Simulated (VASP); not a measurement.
# ZnAu (Pm-3m) in VASP: notebook

Runs on ZnAu. Level: PBEsol. Tasks: single point, relaxation of cell and atoms.

Everything below comes from runs of VASP 6.6.1. Logs are shortened: lines on timing, memory, paths and dates and some standing lists are left out, and cuts for length are marked.

### Step 1. The cell of the first run

Symmetry: Pm-3m, No. 221, cubic system. Conventional cell: a = 3.129 Å, b = 3.129 Å, c = 3.129 Å, α = 90.00°, β = 90.00°, γ = 90.00°. Zn (site symmetry m-3m) has 8 Au at 2.71 Å and 6 Zn at 3.13 Å within 3.6 Å. Au (site symmetry m-3m) has 8 Zn at 2.71 Å and 6 Au at 3.13 Å within 3.6 Å.

### Step 2. Single point, PBEsol

Contents of INCAR:

```
SYSTEM = ZnAu
PREC     = Accurate       ! precision mode
ENCUT    = 500            ! plane-wave cutoff, eV
EDIFF    = 1E-6           ! SCF threshold, eV
ISMEAR   = -1             ! smearing method
SIGMA    = 0.1            ! smearing width, eV
LREAL    = .False.        ! projectors in reciprocal space
LASPH    = .True.         ! aspherical terms in the spheres
NELM     = 120            ! most SCF steps
ALGO     = Normal         ! electronic algorithm
ISIF     = 2              ! what is computed and relaxed
LWAVE    = .False.        ! write WAVECAR
LCHARG   = .False.        ! write CHGCAR
GGA      = PS             ! functional
NBANDS   = 18             ! bands
GGA_COMPAT= .False.
```

Contents of KPOINTS:

```
regular mesh
0
Gamma
  12 12 12
  0 0 0
```

Contents of POSCAR:

```
ZnAu
1.0
    3.1287984368      0.0000000000      0.0000000000
    0.0000000000      3.1287984368      0.0000000000
    0.0000000000      0.0000000000      3.1287984368
Zn Au
1 1
Direct
    0.5000000000      0.5000000000      0.5000000000
    0.0000000000      0.0000000000      0.0000000000
```

Potentials or basis: VASP PAW PBE potentials, release 64 (Zn, Au).

Started as:

```
$ cat potpaw_PBE.64/Zn/POTCAR potpaw_PBE.64/Au/POTCAR > POTCAR
$ mpirun -np 1 vasp_std > vasp.out
```

OUTCAR:

```text
SYSTEM = ZnAu
   PREC = Accurate
   ENCUT = 500
   EDIFF = 1E-6
   ISMEAR = -1
   LREAL = .False.
   LASPH = .True.
   NELM = 120
   ISIF = 2
   GGA = PS

 ion  position               nearest neighbor table
   1  0.500  0.500  0.500-   2 2.71   2 2.71   2 2.71   2 2.71   2 2.71   2 2.71   2 2.71   2 2.71

   2  0.000  0.000  0.000-   1 2.71   1 2.71   1 2.71   1 2.71   1 2.71   1 2.71   1 2.71   1 2.71

  LATTYP: Found a simple cubic cell.
 ALAT       =     3.1287984368

  Lattice vectors:

 A1 = (   3.1287984368,   0.0000000000,   0.0000000000)
 A2 = (   0.0000000000,   3.1287984368,   0.0000000000)
 A3 = (   0.0000000000,   0.0000000000,   3.1287984368)

Analysis of symmetry for initial positions (statically):
=====================================================================
 Subroutine PRICEL returns:
 Original cell was already a primitive cell.

 Routine SETGRP: Setting up the symmetry group for a
 simple cubic supercell.

 Subroutine GETGRP returns: Found 48 space group operations
 (whereof 48 operations were pure point group operations)
 out of a pool of 48 trial point group operations.

The static configuration has the point symmetry O_h .

Analysis of symmetry for dynamics (positions and initial velocities):
=====================================================================
 Subroutine PRICEL returns:
 Original cell was already a primitive cell.

 Routine SETGRP: Setting up the symmetry group for a
 simple cubic supercell.

 Subroutine GETGRP returns: Found 48 space group operations
 (whereof 48 operations were pure point group operations)
 out of a pool of 48 trial point group operations.

The dynamic configuration has the point symmetry O_h .

 Subroutine INISYM returns: Found 48 space group operations
 (whereof 48 operations are pure point group operations),
 and found     1 'primitive' translations

----------------------------------------------------------------------------------------

                                     Primitive cell

  volume of cell :      30.6290

  direct lattice vectors                    reciprocal lattice vectors
     3.128798437  0.000000000  0.000000000     0.319611512  0.000000000  0.000000000
     0.000000000  3.128798437  0.000000000     0.000000000  0.319611512  0.000000000
     0.000000000  0.000000000  3.128798437     0.000000000  0.000000000  0.319611512

  length of vectors
     3.128798437  3.128798437  3.128798437     0.319611512  0.319611512  0.319611512

  position of ions in fractional coordinates (direct lattice)
     0.500000000  0.500000000  0.500000000
     0.000000000  0.000000000  0.000000000

  ion indices of the primitive-cell ions
   primitive index   ion index
                 1           1
                 2           2

----------------------------------------------------------------------------------------

 KPOINTS: regular mesh

Automatic generation of k-mesh.
 Grid dimensions read from file:
 generate k-points for:   12   12   12

 Generating k-lattice:

  Cartesian coordinates                     Fractional coordinates (reciprocal lattice)
     0.026634293  0.000000000  0.000000000     0.083333333  0.000000000  0.000000000
     0.000000000  0.026634293  0.000000000     0.000000000  0.083333333  0.000000000
     0.000000000  0.000000000  0.026634293     0.000000000  0.000000000  0.083333333

  Length of vectors
     0.026634293  0.026634293  0.026634293

  Shift w.r.t. Gamma in fractional coordinates (k-lattice)
     0.000000000  0.000000000  0.000000000

 Subroutine IBZKPT returns following result:
 ===========================================

 Found     84 irreducible k-points:

 Following reciprocal coordinates:
            Coordinates               Weight
  0.000000  0.000000  0.000000      1.000000
  0.083333  0.000000  0.000000      6.000000
  0.166667  0.000000  0.000000      6.000000
  0.250000  0.000000  0.000000      6.000000
  0.333333  0.000000  0.000000      6.000000
  0.416667  0.000000  0.000000      6.000000
[... 16 lines left out ...]
  0.333333  0.333333  0.000000     12.000000
  0.416667  0.333333  0.000000     24.000000
 [... further k-points ...]
   k-points           NKPTS =     84   k-points in BZ     NKDIM =     84   number of bands    NBANDS=     18
   number of dos      NEDOS =    301   number of ions     NIONS =      2
   total plane-waves  NPLWV =  13824
   dimension x,y,z NGX =    24 NGY =   24 NGZ =   24
   dimension x,y,z NGXF=    48 NGYF=   48 NGZF=   48
   ions per type =               1   1
   NGX,Y,Z   is equivalent  to a cutoff of  12.75, 12.75, 12.75 a.u.
   NGXF,Y,Z  is equivalent  to a cutoff of  25.50, 25.50, 25.50 a.u.
 SYSTEM =  ZnAu
   PREC   = accura    normal or accurate (medium, high low for compatibility)
   ISTART =      0    job   : 0-new  1-cont  2-samecut
   ICHARG =      2    charge: 1-file 2-atom 10-const
   ISPIN  =      1    spin polarized calculation?
   LNONCOLLINEAR =      F non collinear calculations
   LSORBIT =      F    spin-orbit coupling
   LASPH  =      T    aspherical Exc in radial PAW
   ENCUT  =  500.0 eV  36.75 Ry    6.06 a.u.   5.70  5.70  5.70*2*pi/ulx,y,z
   NELM   =    120;   NELMIN=  2; NELMDL= -5     # of ELM steps
   EDIFF  = 0.1E-05   stopping-criterion for ELM
   LREAL  =      F    real-space projection
   EDIFFG = 0.1E-04   stopping-criterion for IOM
   NSW    =      0    number of steps for IOM
   IBRION =     -1    ionic relax: 0-MD 1-quasi-New 2-CG
   NFREE  =      0    steps in history (QN), initial steepest desc. (CG)
   ISIF   =      2    stress and relaxation
   ISYM   =      2    0-nonsym 1-usesym 2-fastsym
   POTIM  = 0.5000    time-step for ionic-motion
   TEBEG  =    0.0;   TEEND  =   0.0 temperature during run
   PSTRESS=    0.0 pullay stress
   NELECT =      23.0000    total number of electrons
   NUPDOWN=      -1.0000    fix difference up-down
   EMIN   =  10.00;   EMAX   =-10.00  energy-range for DOS
   EFERMI =   0.00;   METHOD = LEGACY
   ISMEAR =    -1;   SIGMA  =   0.10  broadening in eV -4-tet -1-fermi 0-gaus
   EFERMI_NEDOS =   21; number of points for ismear=-14 and -15
   IALGO  =     38    algorithm
   IMIX   =      4    mixing-type and parameters
     AMIX     =   0.40;   BMIX     =  1.00
     AMIX_MAG =   1.60;   BMIX_MAG =  1.00
  volume/ion in A,a.u.               =      15.31       103.35
  Fermi-wavevector in a.u.,A,eV,Ry     =   1.488012  2.811936 30.125756  2.214181
  Thomas-Fermi vector in A             =   2.601101
   LORBIT       =      0    0 simple, 1 ext, 2 COOP (PROOUT), +10 PAW based schemes
   GGA     = PS    functional components
   LHFCALC =     F    Hartree Fock is set to
   AEXX    =    0.0000 exact exchange contribution
   IVDW    =     0    specifies the selected vdW correction
   LEPSILON=     F    determine dielectric tensor
   LRPA    =     F    only Hartree local field effects (RPA)
 non-spin polarized calculation
  energy-cutoff  :      500.00
  volume of cell :       30.63
 maximum number of plane-waves:       804
 NGX is ok and might be reduce to    24
   NGX = 11   NGY = 11   NGZ = 11

 number of electron      22.9999974 magnetization

 Free energy of the ion-electron system (eV)
  ---------------------------------------------------
  ext. energy  EPLUGINS =         0.00000000
  ---------------------------------------------------
  free energy    TOTEN  =        -5.96241409 eV

  energy without entropy =       -5.94780152  energy(sigma->0) =       -5.95510780

 E-fermi :   7.1548     XC(G=0): -12.6345

 val. band max:        7.0298512826   @ k =   0.4167   0.4167   0.1667
 cond. band min:       7.1945590153   @ k =   0.5000   0.4167   0.2500
 fundamental gap:      0.1647077327
 Fermi energy:         7.1548261569

 k-point     1 :       0.0000    0.0000    0.0000
  band No.  band energies     occupation
      1      -3.6993      2.00000
      2      -1.0599      2.00000
      3      -1.0599      2.00000
      4      -0.3153      2.00000
      5      -0.3153      2.00000
      6      -0.3153      2.00000
[... 10 lines left out ...]
     17      19.3771      0.00000
     18      25.4954      0.00000

 k-point     2 :       0.0833    0.0000    0.0000
  band No.  band energies     occupation
      1      -3.5741      2.00000
      2      -1.0306      2.00000
      3      -1.0209      2.00000
      4      -0.3167      2.00000
      5      -0.3167      2.00000
      6      -0.3043      2.00000
[... 10 lines left out ...]
     17      19.9521      0.00000
     18      25.3983      0.00000

 k-point     3 :       0.1667    0.0000    0.0000
  band No.  band energies     occupation
      1      -3.2059      2.00000
      2      -0.9476      2.00000
      3      -0.9155      2.00000
      4      -0.3196      2.00000
      5      -0.3196      2.00000
      6      -0.2737      2.00000
[... 10 lines left out ...]
     17      21.7262      0.00000
     18      25.0949      0.00000

 k-point     4 :       0.2500    0.0000    0.0000
  band No.  band energies     occupation
      1      -2.6203      2.00000
      2      -0.8255      2.00000
      3      -0.7749      2.00000
      4      -0.3214      2.00000
      5      -0.3214      2.00000
      6      -0.2310      2.00000
[... 10 lines left out ...]
     17      23.4626      0.00000
     18      23.7043      0.00000

 k-point     5 :       0.3333    0.0000    0.0000
  band No.  band energies     occupation
      1      -1.8728      2.00000
      2      -0.6902      2.00000
      3      -0.6398      2.00000
      4      -0.3203      2.00000
      5      -0.3203      2.00000
      6      -0.1872      2.00000
[... 10 lines left out ...]
     17      21.8443      0.00000
     18      21.9346      0.00000

 k-point     6 :       0.4167    0.0000    0.0000
  band No.  band energies     occupation
      1      -1.0984      2.00000
      2      -0.5799      2.00000
      3      -0.5509      2.00000
      4      -0.3173      2.00000
      5      -0.3173      2.00000
      6      -0.1544      2.00000
[... 307 lines left out ...]
 k-point    21 :       0.4167    0.2500    0.0000
  band No.  band energies     occupation
      1      -1.1372      2.00000
      2      -0.8448      2.00000
      3      -0.5167      2.00000
      4      -0.3936      2.00000
      5      -0.2860      2.00000
      6       0.4810      2.00000
[... 10 lines left out ...]
     17      20.7407      0.00000
     18      21.4555      0.00000

 k-point    22 :       0.5000    0.2500    0.0000
  band No.  band energies     occupation
      1      -1.0227      2.00000
      2      -0.9026      2.00000
      3      -0.4963      2.00000
      4      -0.4430      2.00000
      5      -0.2600      2.00000
      6       0.8023      2.00000
[... 10 lines left out ...]
     17      20.0533      0.00000
     18      21.3309      0.00000

 k-point    23 :       0.3333    0.3333    0.0000
  band No.  band energies     occupation
      1      -1.2764      2.00000
      2      -0.8890      2.00000
      3      -0.5784      2.00000
      4      -0.4148      2.00000
      5      -0.2208      2.00000
      6       0.3858      2.00000
[... 10 lines left out ...]
     17      21.1649      0.00000
     18      21.7249      0.00000

 k-point    24 :       0.4167    0.3333    0.0000
  band No.  band energies     occupation
      1      -1.2001      2.00000
      2      -0.9961      2.00000
      3      -0.6005      2.00000
      4      -0.5085      2.00000
      5      -0.1297      2.00000
      6       0.6254      2.00000
[... 10 lines left out ...]
     17      20.7262      0.00000
     18      21.3738      0.00000

 [... further k-points ...]
[... 5 lines left out ...]
  --------------------------------------------------------------------------------------
  -------------------------------------------------------------------------------------
  Total        0.0251952      0.0251952      0.0251952      0.0000000     -0.0000000      0.0000000
  in kB        1.3179416      1.3179416      1.3179416      0.0000000     -0.0000000      0.0000000
  external PRESSURE =       1.3179416 kB  Pullay stress =       0.0000000 kB

 VOLUME and BASIS-vectors are now :
 -----------------------------------------------------------------------------
  energy-cutoff  :      500.00
  volume of cell :       30.63
      direct lattice vectors                 reciprocal lattice vectors
     3.128798437  0.000000000  0.000000000     0.319611512  0.000000000  0.000000000
     0.000000000  3.128798437  0.000000000     0.000000000  0.319611512  0.000000000
     0.000000000  0.000000000  3.128798437     0.000000000  0.000000000  0.319611512

 POSITION                                       TOTAL-FORCE (eV/Angst)
 -----------------------------------------------------------------------------------
      1.56440      1.56440      1.56440         0.000000      0.000000      0.000000
      0.00000      0.00000      0.00000         0.000000      0.000000      0.000000
 -----------------------------------------------------------------------------------
    total drift:                                0.000000      0.000000     -0.000000

  FREE ENERGIE OF THE ION-ELECTRON SYSTEM (eV)
  ---------------------------------------------------
  free  energy   TOTEN  =        -5.9624140918 eV

  energy  without entropy=       -5.9478015170  energy(sigma->0) =       -5.95510780
```

It took 40 s on 1 thread of Intel Xeon 8259CL, shared host; peak memory 0.17 GiB.

What came out:

```yaml
Free_energy: -5.9624 eV
Pressure: 0.1 GPa
Band_gap_on_the_k_mesh: zero (an odd number of electrons rules out a gap without spin polarisation)
```

Caveat: the PAW data sets were made with another functional, which shifts forces and pressure a little; spin-orbit coupling is left out, which moves the levels of the heavy elements.

### Step 3. Relaxation of cell and atoms, PBEsol

This run uses another cell than the first one, of 15.58 Å³/atom.

Contents of INCAR:

```
  PREC = Accurate
  ENCUT = 500
  EDIFF = 1E-7
  ISMEAR = -1
  SIGMA = 0.1
  LREAL = False
  LASPH = True
  NELM = 120
  ALGO = Normal
  ISIF = 3
  LWAVE = False
  LCHARG = False
  GGA = PS
  IBRION = 2
  NSW = 100
  EDIFFG = -0.002
  GGA_COMPAT = False
  NELMIN = 4
```

Contents of KPOINTS:

```
Automatic mesh
0
Gamma
  12 12 12
```

Contents of POSCAR:

```
ZnAu
1.0
    3.1470000000      0.0000000000      0.0000000000
    0.0000000000      3.1470000000      0.0000000000
    0.0000000000      0.0000000000      3.1470000000
Zn Au
1 1
Direct
    0.5000000000      0.5000000000      0.5000000000
    0.0000000000      0.0000000000      0.0000000000
```

Potentials or basis: VASP PAW PBE potentials, release 64 (Zn, Au).

Started as:

```
$ cat potpaw_PBE.64/Zn/POTCAR potpaw_PBE.64/Au/POTCAR > POTCAR
$ mpirun -np 1 vasp_std > vasp.out
```

Run time: 85 s. Hardware: 1 thread of Intel Xeon 8259CL, shared host; peak memory 0.17 GiB.

Results (log left out):

```yaml
Free_energy: -5.9627 eV
Relaxed_volume: 15.33 Å³/atom
Relaxed_cell: a = 3.130 Å, b = 3.130 Å, c = 3.130 Å, α = 90.00°, β = 90.00°, γ = 90.00°
Space_group_after_relaxing_to_0.1_Å: Pm-3m (No. 221)
Energy_gained_by_relaxing: 1.7 meV/atom
Ionic_steps: 3
Pressure_after_relaxing: 0.0 GPa
Band_gap_on_the_k_mesh: zero (an odd number of electrons rules out a gap without spin polarisation)
```

The path:
| step | energy change (eV) | largest force (eV/Å) | pressure (GPa) | volume (Å³) |
| --- | --- | --- | --- | --- |
| 1 | 0.0000 | 0.0000 | -2.21 | 31.17 |
| 2 | -0.0003 | 0.0000 | 2.24 | 30.21 |
| 3 | -0.0035 | 0.0000 | 0.00 | 30.67 |

Final structure:
```cif
data_structure
_symmetry_space_group_name_H-M 'P 1'
_symmetry_Int_Tables_number 1
_cell_length_a 3.1302
_cell_length_b 3.1302
_cell_length_c 3.1302
_cell_angle_alpha 90.000
_cell_angle_beta 90.000
_cell_angle_gamma 90.000
_cell_volume 30.67
loop_
_atom_site_label
_atom_site_type_symbol
_atom_site_fract_x
_atom_site_fract_y
_atom_site_fract_z
_atom_site_occupancy
Zn1 Zn 0.50000 0.50000 0.50000 1
Au1 Au 0.00000 0.00000 0.00000 1
```

Levels at points of the mesh, in eV from the Fermi level:
```tsv
k point	band 7	band 8	band 9	band 10	band 11	band 12	band 13	band 14	band 15
(0.00, 0.00, 0.00)	-5.50	-5.50	-3.78	-3.78	-3.78	4.95	4.95	4.95	9.00
(0.50, 0.00, 0.00)	-5.91	-5.54	-5.01	-5.01	-3.95	-2.40	10.41	11.18	11.18
(0.50, 0.50, 0.00)	-5.12	-4.12	-4.12	-3.18	-2.11	-2.11	0.85	2.57	10.43
(0.50, 0.50, 0.50)	-6.57	-6.57	-3.13	-3.13	1.40	3.62	3.71	3.71	3.71
```

Caveat: the PAW data sets were made with another functional, which shifts forces and pressure a little; spin-orbit coupling is left out, which moves the levels of the heavy elements.

The gap in the log of VASP goes by the Fermi energy; the results here count the filled bands.